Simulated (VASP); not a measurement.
# Mg3Zn2O (R-3m) in VASP: further runs

The runs below take Mg3Zn2O through single point, relaxation of cell and atoms, with PBE.

Program: VASP 6.6.1. These are calculated values, not measurements. Logs are shortened: lines on timing, memory, paths and dates and some standing lists are left out, and cuts for length are marked.

## 1. The cell of the first run

Symmetry: R-3m, No. 166, trigonal system. Conventional cell: a = 5.245 Å, b = 5.245 Å, c = 11.114 Å, α = 90.00°, β = 90.00°, γ = 120.00°. Within 3.2 Å of Mg (site symmetry 2/m) lie 2 O at 2.39 Å and 4 Mg at 2.62 Å and 6 Zn at 2.73 to 2.99 Å. Zn (site symmetry 3m) has 9 Mg at 2.73 to 2.99 Å and 4 Zn at 2.87 to 3.14 Å and 3 O at 3.06 Å within 3.6 Å. O (site symmetry -3m) has 6 Mg at 2.39 Å and 6 Zn at 3.06 Å within 3.2 Å.

The cell was built from a structure type or drawn by symmetry, and may not be a known phase.

## 2. Single point, PBE

INCAR reads:

```
ALGO = Normal
EDIFF = 1E-6
ENCUT = 520
GGA = PE
ISIF = 2
ISMEAR = 0
LASPH = T
LCHARG = F
LREAL = F
LWAVE = F
NBANDS = 27
NELM = 100
PREC = Accurate
SIGMA = 0.1
```

KPOINTS reads:

```
k-points
0
Gamma
  6 6 6
```

POSCAR reads:

```
Mg3Zn2O
1.0
    2.6222914700      1.5139806900      3.7045569000
   -2.6222914700      1.5139806900      3.7045569000
    0.0000000000     -3.0279613800      3.7045569000
Mg Zn O
3 2 1
Direct
    0.0000000000      0.0000000000      0.5000000000
    0.0000000000      0.5000000000      0.0000000000
    0.5000000000      0.0000000000      0.0000000000
    0.6293433300      0.6293433300      0.6293433300
    0.3706566700      0.3706566700      0.3706566700
    0.0000000000      0.0000000000      0.0000000000
```

Potentials or basis: VASP PAW PBE potentials, release 64 (Mg, Zn, O).

The run is started by

```
> cat potpaw_PBE.64/Mg/POTCAR potpaw_PBE.64/Zn/POTCAR potpaw_PBE.64/O/POTCAR > POTCAR
> mpirun -np 1 vasp_std > vasp.out
```

OUTCAR:

```text
EDIFF = 1E-6
   ENCUT = 520
   GGA = PE
   ISIF = 2
   ISMEAR = 0
   LASPH = T
   LREAL = F
   NELM = 100
   PREC = Accurate

 ion  position               nearest neighbor table
   1  0.000  0.000  0.500-   6 2.39   6 2.39   3 2.62   2 2.62   2 2.62   3 2.62   4 2.73   5 2.73
                             4 2.99   5 2.99   4 2.99   5 2.99
   2  0.000  0.500  0.000-   6 2.39   6 2.39   3 2.62   3 2.62   1 2.62   1 2.62   4 2.73   5 2.73
                             4 2.99   5 2.99   4 2.99   5 2.99
   3  0.500  0.000  0.000-   6 2.39   6 2.39   2 2.62   2 2.62   1 2.62   1 2.62   4 2.73   5 2.73
                             5 2.99   4 2.99   5 2.99   4 2.99
   4  0.629  0.629  0.629-   2 2.73   3 2.73   1 2.73   5 2.87   1 2.99   1 2.99   2 2.99   3 2.99
                             3 2.99   2 2.99
   5  0.371  0.371  0.371-   2 2.73   3 2.73   1 2.73   4 2.87   1 2.99   1 2.99   2 2.99   3 2.99
                             2 2.99   3 2.99
   6  0.000  0.000  0.000-   2 2.39   3 2.39   2 2.39   3 2.39   1 2.39   1 2.39

  LATTYP: Found a trigonal (rhomboedric) cell.
 ALAT       =     4.7845890047
 COS(alpha) =     0.3992377345

  Lattice vectors:

 A1 = (   2.6222914700,   1.5139806900,   3.7045569000)
 A2 = (  -2.6222914700,   1.5139806900,   3.7045569000)
 A3 = (   0.0000000000,  -3.0279613800,   3.7045569000)

Analysis of symmetry for initial positions (statically):
=====================================================================
 Subroutine PRICEL returns:
 Original cell was already a primitive cell.

 Routine SETGRP: Setting up the symmetry group for a
 trigonal (rhombohedral) supercell.

 Subroutine GETGRP returns: Found 12 space group operations
 (whereof 12 operations were pure point group operations)
 out of a pool of 12 trial point group operations.

The static configuration has the point symmetry D_3d.

Analysis of symmetry for dynamics (positions and initial velocities):
=====================================================================
 Subroutine PRICEL returns:
 Original cell was already a primitive cell.

 Routine SETGRP: Setting up the symmetry group for a
 trigonal (rhombohedral) supercell.

 Subroutine GETGRP returns: Found 12 space group operations
 (whereof 12 operations were pure point group operations)
 out of a pool of 12 trial point group operations.

The dynamic configuration has the point symmetry D_3d.

 Subroutine INISYM returns: Found 12 space group operations
 (whereof 12 operations are pure point group operations),
 and found     1 'primitive' translations

[... 106 lines left out ...]
   IBRION =     -1    ionic relax: 0-MD 1-quasi-New 2-CG
   NFREE  =      0    steps in history (QN), initial steepest desc. (CG)
   ISIF   =      2    stress and relaxation
   ISYM   =      2    0-nonsym 1-usesym 2-fastsym
   POTIM  = 0.5000    time-step for ionic-motion
   TEBEG  =    0.0;   TEEND  =   0.0 temperature during run
   PSTRESS=    0.0 pullay stress
   NELECT =      36.0000    total number of electrons
   NUPDOWN=      -1.0000    fix difference up-down
   EMIN   =  10.00;   EMAX   =-10.00  energy-range for DOS
   EFERMI =   0.00;   METHOD = LEGACY
   ISMEAR =     0;   SIGMA  =   0.10  broadening in eV -4-tet -1-fermi 0-gaus
   EFERMI_NEDOS =   21; number of points for ismear=-14 and -15
   IALGO  =     38    algorithm
   IMIX   =      4    mixing-type and parameters
     AMIX     =   0.40;   BMIX     =  1.00
     AMIX_MAG =   1.60;   BMIX_MAG =  1.00
  volume/ion in A,a.u.               =      14.71        99.25
  Fermi-wavevector in a.u.,A,eV,Ry     =   1.214170  2.294448 20.057818  1.474208
  Thomas-Fermi vector in A             =   2.349598
   LORBIT       =      0    0 simple, 1 ext, 2 COOP (PROOUT), +10 PAW based schemes
   GGA     = PE    functional components
   LHFCALC =     F    Hartree Fock is set to
   AEXX    =    0.0000 exact exchange contribution
   IVDW    =     0    specifies the selected vdW correction
   LEPSILON=     F    determine dielectric tensor
   LRPA    =     F    only Hartree local field effects (RPA)
 non-spin polarized calculation
 Gauss-broadening in eV      SIGMA  =   0.10
  energy-cutoff  :      520.00
  volume of cell :       88.24
 maximum number of plane-waves:      2400
   NGX = 17   NGY = 17   NGZ = 17

 number of electron      35.9999994 magnetization

 Free energy of the ion-electron system (eV)
  ---------------------------------------------------
  ext. energy  EPLUGINS =         0.00000000
  ---------------------------------------------------
  free energy    TOTEN  =       -13.32944757 eV

  energy without entropy =      -13.32204485  energy(sigma->0) =      -13.32574621

 E-fermi :   4.0313     XC(G=0): -10.3660

 val. band max:        3.9999734304   @ k =   0.5000   0.5000   0.1667
 cond. band min:       4.0350846509   @ k =  -0.3333   0.1667   0.0000
 fundamental gap:      0.0351112205
 Fermi energy:         4.0313036478

 k-point     1 :       0.0000    0.0000    0.0000
  band No.  band energies     occupation
      1     -13.9959      2.00000
      2      -4.2561      2.00000
      3      -3.7394      2.00000
      4      -3.7394      2.00000
      5      -3.6406      2.00000
      6      -3.6406      2.00000
[... 709 lines left out ...]
     26      11.5146      0.00000
     27      11.7032      0.00000

 [... further k-points ...]

------------------------ aborting loop because EDIFF is reached ----------------------------------------

  FORCE on cell =-STRESS in cart. coord.  units (eV):
  Direction    XX          YY          ZZ          XY          YZ          ZX
  --------------------------------------------------------------------------------------
  -------------------------------------------------------------------------------------
  Total        9.7655774      9.7655774    -10.5876739      0.0000000     -0.0000000      0.0000000
  in kB      177.3044722    177.3044731   -192.2305104      0.0000000     -0.0000000      0.0000000
  external PRESSURE =      54.1261450 kB  Pullay stress =       0.0000000 kB

 VOLUME and BASIS-vectors are now :
 -----------------------------------------------------------------------------
  energy-cutoff  :      520.00
  volume of cell :       88.24
      direct lattice vectors                 reciprocal lattice vectors
     2.622291470  1.513980690  3.704556900     0.190672931  0.110085068  0.089979272
    -2.622291470  1.513980690  3.704556900    -0.190672931  0.110085068  0.089979272
     0.000000000 -3.027961380  3.704556900     0.000000000 -0.220170135  0.089979272

 POSITION                                       TOTAL-FORCE (eV/Angst)
 -----------------------------------------------------------------------------------
      0.00000     -1.51398      1.85228         0.000000      0.000000      0.000000
     -1.31115      0.75699      1.85228        -0.000000     -0.000000      0.000000
      1.31115      0.75699      1.85228        -0.000000      0.000000      0.000000
      0.00000      0.00000      6.99431        -0.000000     -0.000000     -0.629998
      0.00000      0.00000      4.11936        -0.000000     -0.000000      0.629998
      0.00000      0.00000      0.00000        -0.000000     -0.000000     -0.000000
 -----------------------------------------------------------------------------------
    total drift:                                0.000000     -0.000000     -0.000000

  FREE ENERGIE OF THE ION-ELECTRON SYSTEM (eV)
  ---------------------------------------------------
  free  energy   TOTEN  =       -13.3294475657 eV

  energy  without entropy=      -13.3220448549  energy(sigma->0) =      -13.32574621
```

OSZICAR:

```text
N       E                     dE             d eps       ncg     rms          rms(c)
DAV:   1     0.202426425580E+03    0.20243E+03   -0.15916E+04  1728   0.150E+03
DAV:   2     0.533646043475E+01   -0.19709E+03   -0.18607E+03  1775   0.311E+02
DAV:   3    -0.154142052768E+02   -0.20751E+02   -0.20353E+02  2071   0.945E+01
DAV:   4    -0.159824776706E+02   -0.56827E+00   -0.56701E+00  1952   0.146E+01
DAV:   5    -0.159863185335E+02   -0.38409E-02   -0.38406E-02  1916   0.135E+00    0.916E+00
DAV:   6    -0.136106649700E+02    0.23757E+01   -0.11662E+01  2838   0.522E+01    0.601E+00
DAV:   7    -0.133683326614E+02    0.24233E+00   -0.22854E+00  1879   0.126E+01    0.231E+00
DAV:   8    -0.133393937777E+02    0.28939E-01   -0.56952E-01  1800   0.447E+00    0.741E-01
DAV:   9    -0.133299092908E+02    0.94845E-02   -0.32169E-02  2434   0.157E+00    0.202E-01
DAV:  10    -0.133298450040E+02    0.64287E-04   -0.68369E-03  1808   0.516E-01    0.159E-01
DAV:  11    -0.133295627253E+02    0.28228E-03   -0.71571E-04  1888   0.147E-01    0.836E-02
DAV:  12    -0.133294659699E+02    0.96755E-04   -0.79079E-04  2074   0.161E-01    0.345E-02
DAV:  13    -0.133294465687E+02    0.19401E-04   -0.12152E-04  2101   0.651E-02    0.412E-03
DAV:  14    -0.133294475777E+02   -0.10090E-05   -0.13074E-05  1785   0.229E-02    0.110E-03
DAV:  15    -0.133294475657E+02    0.12026E-07   -0.47984E-07   993   0.521E-03
   1 F= -.13329448E+02 E0= -.13325746E+02  d E =-.740271E-02
```

stdout:

```text
POSCAR found type information on POSCAR MgZnO
 POSCAR found :  3 types and       6 ions
 scaLAPACK will be used
 LDA part: xc-table for (Slater+PW92), standard interpolation
 POSCAR, INCAR and KPOINTS ok, starting setup
 FFT: planning ... GRIDC
 FFT: planning ... GRID_SOFT
 FFT: planning ... GRID
 WAVECAR not read
 entering main loop
```

It took 29 s on 1 thread of Intel Xeon 6975P-C (Granite Rapids), shared host; peak memory 0.24 GiB.

What came out:

```
Free energy            : -13.3294 eV
Pressure               : 5.4 GPa
Largest force          : 0.630 eV/Å
Band gap on the k mesh : zero (bands 18 and 19 overlap by 1.90 eV)
```

Forces in eV/Å, atoms in the order of the input:
```
Mg   0.000  0.000  0.000
Mg   0.000  0.000  0.000
Mg   0.000  0.000  0.000
Zn   0.000  0.000 -0.630
Zn   0.000  0.000  0.630
O    0.000  0.000  0.000
```

Stress tensor (GPa, compression positive):
```
 17.73   0.00   0.00
  0.00  17.73   0.00
  0.00   0.00 -19.22
```

Levels at points of the mesh, in eV from the Fermi level:
```tsv
k point	band 15	band 16	band 17	band 18	band 19	band 20	band 21	band 22
(0.00, 0.00, 0.00)	-3.88	-1.24	0.13	0.13	0.30	1.34	1.34	1.75
(0.50, 0.00, 0.00)	-4.08	-2.56	-1.21	0.10	0.19	1.17	1.50	3.69
(0.50, 0.50, 0.00)	-4.90	-3.18	-2.14	-0.62	0.59	0.79	4.39	4.67
(0.50, 0.50, 0.50)	-4.00	-3.29	-1.70	-1.70	-1.49	1.28	3.20	3.20
```

Caveat: the cell stands under pressure.

## 3. Single point, PBE

This run uses another cell than the first one, of 15.85 Å³/atom.

INCAR reads:

```
SYSTEM = Mg3Zn2O
  PREC = Accurate
  ENCUT = 520
  EDIFF = 1E-7
  ISMEAR = 0
  SIGMA = 0.1
  LREAL = .False.
  LASPH = .True.
  NELM = 60
  ALGO = Normal
  ISIF = 2
  LWAVE = .False.
  LCHARG = .True.
  GGA = PE
  LELF = .True.
  LVHAR = .True.
  NBANDS = 27
```

KPOINTS reads:

```
Automatic mesh
0
Gamma
  6 6 6
  0 0 0
```

POSCAR reads:

```
Mg3Zn2O
1.0
    2.9142154638      1.6825230825      3.2325034824
   -2.9142154638      1.6825230825      3.2325034824
    0.0000000000     -3.3650461650      3.2325034824
Mg Zn O
3 2 1
Direct
    0.0000000000      0.0000000000      0.5000000000
    0.0000000000      0.5000000000      0.0000000000
    0.5000000000      0.0000000000      0.0000000000
    0.6195178738      0.6195178738      0.6195178738
    0.3804821262      0.3804821262      0.3804821262
    0.0000000000      0.0000000000      0.0000000000
```

Potentials or basis: VASP PAW PBE potentials, release 64 (Mg, Zn, O).

The run is started by

```
> cat potpaw_PBE.64/Mg/POTCAR potpaw_PBE.64/Zn/POTCAR potpaw_PBE.64/O/POTCAR > POTCAR
> mpirun -np 1 vasp_std > vasp.out
```

It took 33 s on 1 thread of Intel Xeon 6975P-C (Granite Rapids), shared host; peak memory 0.23 GiB.

Results (log left out):

| Property | Result |
| --- | --- |
| Free energy | -15.3095 eV |
| Pressure | 0.0 GPa |
| Largest force | 0.032 eV/Å |
| Band gap on the k mesh | zero (bands 18 and 19 overlap by 2.20 eV) |

Forces in eV/Å, atoms in the order of the input:
```
Mg   0.000  0.000  0.000
Mg   0.000  0.000  0.000
Mg   0.000  0.000  0.000
Zn   0.000  0.000  0.032
Zn   0.000  0.000 -0.032
O    0.000  0.000  0.000
```

Levels at points of the mesh, in eV from the Fermi level:
```csv
k point,band 14,band 15,band 16,band 17,band 18,band 19,band 20,band 21,band 22,band 23
"(0.00, 0.00, 0.00)",-4.04,-4.04,-1.21,0.12,0.12,0.22,1.29,1.29,4.79,4.79
"(0.50, 0.00, 0.00)",-4.51,-3.99,-3.07,-0.17,0.17,0.69,0.99,3.04,3.58,4.16
"(0.50, 0.50, 0.00)",-5.00,-4.23,-2.42,-2.14,-1.12,0.84,1.77,3.72,3.83,4.69
"(0.50, 0.50, 0.50)",-4.27,-4.27,-3.91,-2.06,-2.06,-1.07,2.46,2.46,2.67,7.86
```

## 4. Relaxation of cell and atoms, PBE

INCAR reads:

```
  PREC = Accurate
  ENCUT = 600
  EDIFF = 1E-6
  ISMEAR = 0
  SIGMA = 0.1
  LREAL = False
  LASPH = True
  NELM = 80
  ALGO = Normal
  ISIF = 3
  LWAVE = False
  LCHARG = False
  GGA = PE
  IBRION = 2
  NSW = 90
  EDIFFG = -0.04
```

KPOINTS reads:

```
Automatic mesh
0
Gamma
  6 6 6
```

POSCAR reads:

```
Mg3Zn2O
1.0
    2.6222914700      1.5139806900      3.7045569000
   -2.6222914700      1.5139806900      3.7045569000
    0.0000000000     -3.0279613800      3.7045569000
Mg Zn O
3 2 1
Direct
    0.0000000000      0.0000000000      0.5000000000
    0.0000000000      0.5000000000      0.0000000000
    0.5000000000      0.0000000000      0.0000000000
    0.6293433300      0.6293433300      0.6293433300
    0.3706566700      0.3706566700      0.3706566700
    0.0000000000      0.0000000000      0.0000000000
```

The run is started by

```
> cat potpaw_PBE.64/Mg/POTCAR potpaw_PBE.64/Zn/POTCAR potpaw_PBE.64/O/POTCAR > POTCAR
> mpirun -np 1 vasp_std > vasp.out
```

It took 2.5 min on 1 thread of Intel Xeon 6975P-C (Granite Rapids), shared host; peak memory 0.3 GiB.

It converged, with:

| Quantity | Value |
| --- | --- |
| Free energy | -15.3082 eV |
| Relaxed volume | 15.89 Å³/atom |
| Relaxed cell | a = 4.668 Å, b = 4.668 Å, c = 4.668 Å, α = 77.41°, β = 77.41°, γ = 77.41° |
| Space group after relaxing (to 0.1 Å) | R-3m (No. 166) |
| Energy gained by relaxing | 329.5 meV/atom |
| Ionic steps | 7 |
| Pressure after relaxing | -0.2 GPa |
| Largest force after relaxing | 0.006 eV/Å |
| Band gap on the k mesh | zero (bands 18 and 19 overlap by 2.19 eV) |

Forces in eV/Å, atoms in the order of the input:
```
Mg   0.000  0.000  0.000
Mg   0.000  0.000  0.000
Mg   0.000  0.000  0.000
Zn   0.000  0.000  0.006
Zn   0.000  0.000 -0.006
O    0.000  0.000  0.000
```

Stress tensor (GPa, compression positive):
```
-0.30  0.00  0.00
 0.00 -0.30  0.00
 0.00  0.00  0.07
```

The path:
| step | energy change (eV) | largest force (eV/Å) | pressure (GPa) | volume (Å³) |
| --- | --- | --- | --- | --- |
| 1 | 0.0000 | 0.6303 | 5.36 | 88.24 |
| 2 | -1.6964 | 0.9928 | -0.14 | 93.85 |
| 3 | -1.9278 | 0.8510 | -0.63 | 95.99 |
| 4 | -1.9300 | 0.8164 | -0.57 | 96.17 |
| 5 | -1.9719 | 0.0831 | -0.11 | 95.49 |
| 6 | -1.9721 | 0.0216 | -0.05 | 95.44 |
| 7 | -1.9771 | 0.0061 | -0.18 | 95.31 |

Final structure:
```
CELL_PARAMETERS angstrom
2.91883 1.68519 3.22955
-2.91883 1.68519 3.22955
0.00000 -3.37038 3.22955
ATOMIC_POSITIONS crystal
Mg 0.00000 0.00000 0.50000
Mg 0.00000 0.50000 0.00000
Mg 0.50000 0.00000 0.00000
Zn 0.61971 0.61971 0.61971
Zn 0.38029 0.38029 0.38029
O 0.00000 0.00000 0.00000
```

Levels at points of the mesh, in eV from the Fermi level:
| k point | band 16 | band 17 | band 18 | band 19 | band 20 | band 21 |
| --- | --- | --- | --- | --- | --- | --- |
| (0.00, 0.00, 0.00) | -1.22 | 0.11 | 0.11 | 0.22 | 1.29 | 1.29 |
| (0.50, 0.00, 0.00) | -3.07 | -0.15 | 0.16 | 0.70 | 0.98 | 3.06 |
| (0.50, 0.50, 0.00) | -2.42 | -2.13 | -1.12 | 0.84 | 1.78 | 3.71 |
| (0.50, 0.50, 0.50) | -3.91 | -2.06 | -2.06 | -1.06 | 2.44 | 2.44 |

## 5. Summary

```tsv
task	cell	cutoff (eV)	gap on the mesh (eV)	pressure (GPa)	largest force (eV/Å)
single point	a = 4.785 Å, angles 66.5°, 6 atoms, atomic positions A	520	none	5.4	0.63
single point	a = 4.666 Å, angles 77.3°, 6 atoms, atomic positions B	520	none	0.0	0.03
relaxation of cell and atoms	relaxed from a = 4.785 Å, angles 66.5°, 6 atoms, atomic positions A	600	none	-0.2	0.01
```

Alike in all rows: level PBE; potentials or basis VASP PAW PBE potentials, release 64 (Mg, Zn, O); no spin polarisation; k mesh 6 × 6 × 6; smearing gaussian 0.1 eV.

Caveats: the cell stands under pressure (at least some runs).

Absolute energies hang on the potentials; compare differences alone.
